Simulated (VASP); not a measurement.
TiC (WC type), 2 atoms in the cell. It takes space group P-6m2 (No. 187, hexagonal). Conventional cell: a = 3.045 Å, b = 3.045 Å, c = 2.694 Å, α = 90.00°, β = 90.00°, γ = 120.00°. Within 2.9 Å of Ti (site symmetry -6m2) lie 6 C at 2.21 Å and 2 Ti at 2.69 Å. C (site symmetry -6m2) has 6 Ti at 2.21 Å and 2 C at 2.69 Å within 2.9 Å. 

```yaml
Program: VASP 6.6.1
Task: single point
Functional: PBE
Potentials_or_basis: VASP PAW PBE potentials, release 64 (Ti_sv, C)
Cutoff: 520 eV
k_mesh: 20 × 20 × 18
Occupations: tetrahedron
Spin: no spin polarisation
Dipole_correction: no
Further_INCAR_settings: ALGO = Normal; EDIFF = 1e-06; NBANDS = 15
```

Potentials or basis: VASP PAW PBE potentials, release 64 (Ti_sv, C).

The run is started by

```sh
$ cat potpaw_PBE.64/Ti_sv/POTCAR potpaw_PBE.64/C/POTCAR > POTCAR
$ mpirun -np 1 vasp_std > vasp.out
```

Hardware: 1 thread of Intel Xeon 8259CL (shared host).

Question: How long does it take, and how much memory?

Answer: Run time: 2.7 min on 1 thread of Intel Xeon 8259CL (shared host), peak memory 0.27 GiB. Counts: scf iterations 14, k points 440.
